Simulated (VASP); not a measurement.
Runs of VASP 6.6.1 on CdTe. The structure is that of space group F-43m (No. 216), or close to it. The cells are those of the table. 

```tsv
task	level	potentials or basis	cell	cutoff (eV)	smearing	k mesh for the DOS	occupations for the DOS	ions in elastic constants	gap on the mesh (eV)	pressure (GPa)
single point	PBE	VASP PAW PBE potentials, release 64 (Cd, Te)	a = 4.534 Å, angles 60.0°, 2 atoms	520	gaussian 0.02 eV	-	-	-	0.87	(a)
single point	PBE	VASP PAW PBE potentials, release 64 (Cd, Te)	a = 4.632 Å, angles 60.0°, 2 atoms	520	gaussian 0.02 eV	-	-	-	0.68	1.3
single point	PBE	VASP PAW PBE potentials, release 64 (Cd, Te)	a = 4.487 Å, angles 60.0°, 2 atoms	520	gaussian 0.01 eV	-	-	-	0.97	6.2
single point	PBE	VASP PAW PBE potentials, release 64 (Cd, Te)	a = 4.679 Å, angles 60.0°, 2 atoms	520	gaussian 0.02 eV	-	-	-	0.58	0.1
single point	PBE	VASP PAW PBE potentials, release 64 (Cd, Te)	a = 4.830 Å, angles 60.0°, 2 atoms	520	gaussian 0.02 eV	-	-	-	0.31	-2.6
single point	PBE	VASP PAW PBE potentials, release 64 (Cd, Te)	a = 4.149 Å, angles 60.0°, 2 atoms	520	gaussian 0.01 eV	-	-	-	(c)	30.4
single point	PBE	VASP PAW PBE potentials, release 64 (Cd, Te)	a = 4.005 Å, angles 60.0°, 2 atoms	520	gaussian 0.01 eV	-	-	-	1.38	50.6
single point	PBE	VASP PAW PBE potentials, release 64 (Cd, Te)	a = 4.771 Å, angles 60.0°, 2 atoms	520	gaussian 0.02 eV	-	-	-	0.42	(b)
relaxation of cell and atoms	PBE	VASP PAW PBE potentials, release 64 (Cd, Te)	relaxed to 6 GPa from a = 4.680 Å, angles 60.0°, 2 atoms	600	gaussian 0.01 eV	-	-	-	0.96	6.0
```

Alike in all rows: no spin polarisation; k mesh 10 × 10 × 10.

Fill in the values left out.

(a) 4.3; (b) -1.7; (c) 1.71.

Caveats: spin-orbit coupling is left out, which moves the levels of the heavy elements; the cell is relaxed towards a set pressure, so the enthalpy falls and the energy may rise (some runs).

A k mesh can miss the band edges, and the runs leave out spin-orbit coupling on Cd, Te.
